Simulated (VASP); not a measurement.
# CdSe (I-43m) in VASP: single point with PBE

Aim: the single point of CdSe with PBE.

Everything below comes from runs of VASP 6.6.1. Logs are shortened: lines on timing, memory, paths and dates and some standing lists are left out, and cuts for length are marked.

**1. The cell of the first run**

Symmetry: I-43m, No. 217, cubic system. The conventional cell has a = 8.460 Å, b = 8.460 Å, c = 8.460 Å, α = 90.00°, β = 90.00°, γ = 90.00°. Cd (site symmetry 3m) has 4 Se at 2.60 to 2.73 Å within 3.4 Å. Within 3.4 Å of Se (site symmetry 3m) lie 4 Cd at 2.60 to 2.73 Å.

**2. Single point, PBE**

File POSCAR:

```
CdSe
1.0
   -4.2299569030      4.2299569030      4.2299569030
    4.2299569030     -4.2299569030      4.2299569030
    4.2299569030      4.2299569030     -4.2299569030
Cd Se
4 4
Direct
    0.3182396670      0.3182396670      0.3182396670
    0.0000000000      0.0000000000      0.6817603330
    0.0000000000      0.6817603330      0.0000000000
    0.6817603330      0.0000000000      0.0000000000
    0.6726571705      0.6726571705      0.6726571705
    0.0000000000      0.0000000000      0.3273428295
    0.0000000000      0.3273428295      0.0000000000
    0.3273428295      0.0000000000      0.0000000000
```

File INCAR.step1:

```
PREC = Accurate
ENCUT = 400
EDIFF = 1E-6
ISMEAR = 0
SIGMA = 0.02
LREAL = False
LASPH = True
NELM = 120
ALGO = Normal
ISIF = 2
LWAVE = False
LCHARG = True
GGA = PE
NBANDS = 46
GGA_COMPAT = False
NEDOS = 2001
LORBIT = 11
```

File KPOINTS.step1:

```
regular mesh
0
Gamma
  6 6 6
```

File INCAR.step2:

```
PREC = Accurate
ENCUT = 400
EDIFF = 1E-6
ISMEAR = -5
SIGMA = 0.02
LREAL = False
LASPH = True
NELM = 120
ALGO = Normal
ISIF = 2
LWAVE = False
LCHARG = False
GGA = PE
LORBIT = 10
NBANDS = 46
NEDOS = 2001
ICHARG = 11
GGA_COMPAT = False
```

File KPOINTS.step2:

```
regular mesh
0
Gamma
  9 9 9
```

Potentials or basis: VASP PAW PBE potentials, release 64 (Cd, Se).

On the command line:

```bash
> cat potpaw_PBE.64/Cd/POTCAR potpaw_PBE.64/Se/POTCAR > POTCAR
> cp INCAR.step1 INCAR
> cp KPOINTS.step1 KPOINTS
> mpirun -np 1 vasp_std > vasp.out
> cp INCAR.step2 INCAR
> cp KPOINTS.step2 KPOINTS
> mpirun -np 1 vasp_std > vasp.out
```

OUTCAR:

```text
PREC = Accurate
   ENCUT = 400
   EDIFF = 1E-6
   ISMEAR = -5
   LREAL = False
   LASPH = True
   NELM = 120
   ISIF = 2
   GGA = PE
   LORBIT = 10
   ICHARG = 11

 ion  position               nearest neighbor table
   1  0.318  0.318  0.318-   5 2.60   6 2.73   7 2.73   8 2.73
   2  0.000  0.000  0.682-   6 2.60   5 2.73   7 2.73   8 2.73
   3  0.000  0.682  0.000-   7 2.60   6 2.73   5 2.73   8 2.73
   4  0.682  0.000  0.000-   8 2.60   6 2.73   7 2.73   5 2.73
   5  0.673  0.673  0.673-   1 2.60   2 2.73   3 2.73   4 2.73
   6  0.000  0.000  0.327-   2 2.60   1 2.73   3 2.73   4 2.73
   7  0.000  0.327  0.000-   3 2.60   2 2.73   1 2.73   4 2.73
   8  0.327  0.000  0.000-   4 2.60   2 2.73   3 2.73   1 2.73

  LATTYP: Found a body centered cubic cell.
 ALAT       =     8.4599138060

  Lattice vectors:

 A1 = (  -4.2299569030,   4.2299569030,   4.2299569030)
 A2 = (   4.2299569030,  -4.2299569030,   4.2299569030)
 A3 = (   4.2299569030,   4.2299569030,  -4.2299569030)

Analysis of symmetry for initial positions (statically):
=====================================================================
 Subroutine PRICEL returns:
 Original cell was already a primitive cell.

 Routine SETGRP: Setting up the symmetry group for a
 body centered cubic supercell.

 Subroutine GETGRP returns: Found 24 space group operations
 (whereof 24 operations were pure point group operations)
 out of a pool of 48 trial point group operations.

The static configuration has the point symmetry T_d .

Analysis of symmetry for dynamics (positions and initial velocities):
=====================================================================
 Subroutine PRICEL returns:
 Original cell was already a primitive cell.

 Routine SETGRP: Setting up the symmetry group for a
 body centered cubic supercell.

 Subroutine GETGRP returns: Found 24 space group operations
 (whereof 24 operations were pure point group operations)
 out of a pool of 48 trial point group operations.

The dynamic configuration has the point symmetry T_d .

 Subroutine INISYM returns: Found 24 space group operations
 (whereof 24 operations are pure point group operations),
 and found     1 'primitive' translations

----------------------------------------------------------------------------------------

                                     Primitive cell

  volume of cell :     302.7386

  direct lattice vectors                    reciprocal lattice vectors
    -4.229956903  4.229956903  4.229956903     0.000000000  0.118204514  0.118204514
     4.229956903 -4.229956903  4.229956903     0.118204514  0.000000000  0.118204514
     4.229956903  4.229956903 -4.229956903     0.118204514  0.118204514  0.000000000

  length of vectors
     7.326500270  7.326500270  7.326500270     0.167166427  0.167166427  0.167166427

  position of ions in fractional coordinates (direct lattice)
     0.318239667  0.318239667  0.318239667
     0.000000000  0.000000000  0.681760333
     0.000000000  0.681760333  0.000000000
     0.681760333  0.000000000  0.000000000
     0.672657171  0.672657171  0.672657171
     0.000000000  0.000000000  0.327342829
     0.000000000  0.327342829  0.000000000
     0.327342829  0.000000000  0.000000000

  ion indices of the primitive-cell ions
   primitive index   ion index
                 1           1
                 2           2
                 3           3
                 4           4
                 5           5
                 6           6
                 7           7
                 8           8

----------------------------------------------------------------------------------------

 KPOINTS: regular mesh

Automatic generation of k-mesh.
 Grid dimensions read from file:
 generate k-points for:    9    9    9

 Generating k-lattice:

  Cartesian coordinates                     Fractional coordinates (reciprocal lattice)
     0.000000000  0.013133835  0.013133835     0.111111111  0.000000000  0.000000000
     0.013133835  0.000000000  0.013133835     0.000000000  0.111111111  0.000000000
     0.013133835  0.013133835  0.000000000     0.000000000  0.000000000  0.111111111

  Length of vectors
     0.018574047  0.018574047  0.018574047

  Shift w.r.t. Gamma in fractional coordinates (k-lattice)
     0.000000000  0.000000000  0.000000000

 TETIRR: Found    774 inequivalent tetrahedra from     4374

 Subroutine IBZKPT returns following result:
 ===========================================

 Found     35 irreducible k-points:

 Following reciprocal coordinates:
            Coordinates               Weight
  0.000000  0.000000  0.000000      1.000000
  0.111111  0.000000  0.000000     12.000000
  0.222222  0.000000  0.000000     12.000000
  0.333333  0.000000  0.000000     12.000000
  0.444444  0.000000  0.000000     12.000000
  0.111111  0.111111  0.000000     24.000000
[... 16 lines left out ...]
 -0.333333  0.444444  0.111111     48.000000
 -0.444444 -0.444444  0.111111     24.000000
 [... further k-points ...]
   k-points           NKPTS =     35   k-points in BZ     NKDIM =     35   number of bands    NBANDS=     46
   number of dos      NEDOS =   2001   number of ions     NIONS =      8
   total plane-waves  NPLWV = 110592
   dimension x,y,z NGX =    48 NGY =   48 NGZ =   48
   dimension x,y,z NGXF=    96 NGYF=   96 NGZF=   96
   ions per type =               4   4
   NGX,Y,Z   is equivalent  to a cutoff of  10.89, 10.89, 10.89 a.u.
   NGXF,Y,Z  is equivalent  to a cutoff of  21.78, 21.78, 21.78 a.u.
 SYSTEM =  unknown system
   PREC   = accura    normal or accurate (medium, high low for compatibility)
   ISTART =      0    job   : 0-new  1-cont  2-samecut
   ICHARG =     11    charge: 1-file 2-atom 10-const
   ISPIN  =      1    spin polarized calculation?
   LNONCOLLINEAR =      F non collinear calculations
   LSORBIT =      F    spin-orbit coupling
   LASPH  =      T    aspherical Exc in radial PAW
   ENCUT  =  400.0 eV  29.40 Ry    5.42 a.u.  11.95 11.95 11.95*2*pi/ulx,y,z
   NELM   =    120;   NELMIN=  2; NELMDL=  0     # of ELM steps
   EDIFF  = 0.1E-05   stopping-criterion for ELM
   LREAL  =      F    real-space projection
   EDIFFG = 0.1E-04   stopping-criterion for IOM
   NSW    =      0    number of steps for IOM
   IBRION =     -1    ionic relax: 0-MD 1-quasi-New 2-CG
   NFREE  =      0    steps in history (QN), initial steepest desc. (CG)
   ISIF   =      2    stress and relaxation
   ISYM   =      2    0-nonsym 1-usesym 2-fastsym
   POTIM  = 0.5000    time-step for ionic-motion
   TEBEG  =    0.0;   TEEND  =   0.0 temperature during run
   PSTRESS=    0.0 pullay stress
   NELECT =      72.0000    total number of electrons
   NUPDOWN=      -1.0000    fix difference up-down
   EMIN   =  10.00;   EMAX   =-10.00  energy-range for DOS
   EFERMI =   0.00;   METHOD = LEGACY
   ISMEAR =    -5;   SIGMA  =   0.02  broadening in eV -4-tet -1-fermi 0-gaus
   EFERMI_NEDOS =   21; number of points for ismear=-14 and -15
   IALGO  =     38    algorithm
   IMIX   =      4    mixing-type and parameters
     AMIX     =   0.40;   BMIX     =  1.00
     AMIX_MAG =   1.60;   BMIX_MAG =  1.00
  volume/ion in A,a.u.               =      37.84       255.37
  Fermi-wavevector in a.u.,A,eV,Ry     =   1.014292  1.916734 13.997518  1.028789
  Thomas-Fermi vector in A             =   2.147511
   LORBIT       =     10    0 simple, 1 ext, 2 COOP (PROOUT), +10 PAW based schemes
   GGA     = PE    functional components
   LHFCALC =     F    Hartree Fock is set to
   AEXX    =    0.0000 exact exchange contribution
   IVDW    =     0    specifies the selected vdW correction
   LEPSILON=     F    determine dielectric tensor
   LRPA    =     F    only Hartree local field effects (RPA)
 non-spin polarized calculation
 Fermi weights with tetrahedron method with Bloechl corrections
  energy-cutoff  :      400.00
  volume of cell :      302.74
 maximum number of plane-waves:      5538

 number of electron      71.9999997 magnetization

 Free energy of the ion-electron system (eV)
  ---------------------------------------------------
  ext. energy  EPLUGINS =         0.00000000
  ---------------------------------------------------
  free energy    TOTEN  =       -21.05902032 eV

  energy without entropy =      -21.05902032  energy(sigma->0) =      -21.05902032

 E-fermi :  -0.9593     XC(G=0):  -7.2666

 val. band max:       -0.9649883999   @ k =  -0.4444   0.4444   0.4444
 cond. band min:      -0.0400528127   @ k =   0.0000   0.0000   0.0000
 fundamental gap:      0.9249355872
 Fermi energy:        -0.9593386250

 k-point     1 :       0.0000    0.0000    0.0000
  band No.  band energies     occupation
      1     -13.0367      2.00000
      2     -12.5352      2.00000
      3     -12.5352      2.00000
      4     -12.5352      2.00000
      5      -8.6115      2.00000
      6      -8.6115      2.00000
[... 38 lines left out ...]
     45       5.4655      0.00000
     46       5.4656      0.00000

 k-point     2 :       0.1111    0.0000    0.0000
  band No.  band energies     occupation
      1     -13.0235      2.00000
      2     -12.5434      2.00000
      3     -12.5415      2.00000
      4     -12.5353      2.00000
      5      -8.6178      2.00000
      6      -8.6099      2.00000
[... 1070 lines left out ...]
 k-point    24 :      -0.4444   -0.4444    0.1111
  band No.  band energies     occupation
      1     -12.8586      2.00000
      2     -12.6459      2.00000
      3     -12.6053      2.00000
      4     -12.5444      2.00000
      5      -8.6952      2.00000
      6      -8.5371      2.00000
[... 38 lines left out ...]
     45       5.0439      0.00000
     46       5.3000      0.00000

 [... further k-points ...]

------------------------ aborting loop because EDIFF is reached ----------------------------------------

  FORCE on cell =-STRESS in cart. coord.  units (eV):
  Direction    XX          YY          ZZ          XY          YZ          ZX
  --------------------------------------------------------------------------------------
  -------------------------------------------------------------------------------------
  Total       -0.1447379     -0.1447379     -0.1447379      0.0000000     -0.0000000     -0.0000000
  in kB       -0.7659932     -0.7659932     -0.7659932      0.0000000     -0.0000000     -0.0000000
  external PRESSURE =      -0.7659932 kB  Pullay stress =       0.0000000 kB

 VOLUME and BASIS-vectors are now :
 -----------------------------------------------------------------------------
  energy-cutoff  :      400.00
  volume of cell :      302.74
      direct lattice vectors                 reciprocal lattice vectors
    -4.229956903  4.229956903  4.229956903     0.000000000  0.118204514  0.118204514
     4.229956903 -4.229956903  4.229956903     0.118204514  0.000000000  0.118204514
     4.229956903  4.229956903 -4.229956903     0.118204514  0.118204514  0.000000000

 POSITION                                       TOTAL-FORCE (eV/Angst)
 -----------------------------------------------------------------------------------
      1.34614      1.34614      1.34614         0.007688      0.007688      0.007688
      2.88382      2.88382     -2.88382        -0.007688     -0.007688      0.007688
      2.88382     -2.88382      2.88382        -0.007688      0.007688     -0.007688
     -2.88382      2.88382      2.88382         0.007688     -0.007688     -0.007688
      2.84531      2.84531      2.84531        -0.007516     -0.007516     -0.007516
      1.38465      1.38465     -1.38465         0.007516      0.007516     -0.007516
      1.38465     -1.38465      1.38465         0.007516     -0.007516      0.007516
     -1.38465      1.38465      1.38465        -0.007516      0.007516      0.007516
 -----------------------------------------------------------------------------------
    total drift:                                0.000002      0.000002      0.000003

  FREE ENERGIE OF THE ION-ELECTRON SYSTEM (eV)
  ---------------------------------------------------
  free  energy   TOTEN  =       -21.0590203154 eV

  energy  without entropy=      -21.0590203154  energy(sigma->0) =      -21.05902032

 total charge

# of ion       s       p       d       tot
------------------------------------------
    1        0.441   0.268   9.552  10.261
    2        0.441   0.268   9.552  10.261
    3        0.441   0.268   9.552  10.261
    4        0.441   0.268   9.552  10.261
    5        1.448   2.366   0.018   3.832
    6        1.448   2.366   0.018   3.832
    7        1.448   2.366   0.018   3.832
    8        1.448   2.366   0.018   3.832
--------------------------------------------------
tot          7.557  10.537  38.279  56.373
```

It took 2.5 min on 1 thread of Intel Xeon 6975P-C (Granite Rapids), shared host; peak memory 0.45 GiB.

Results:

* Valence electrons inside the program's atomic spheres: Cd 10.26; Se 3.83
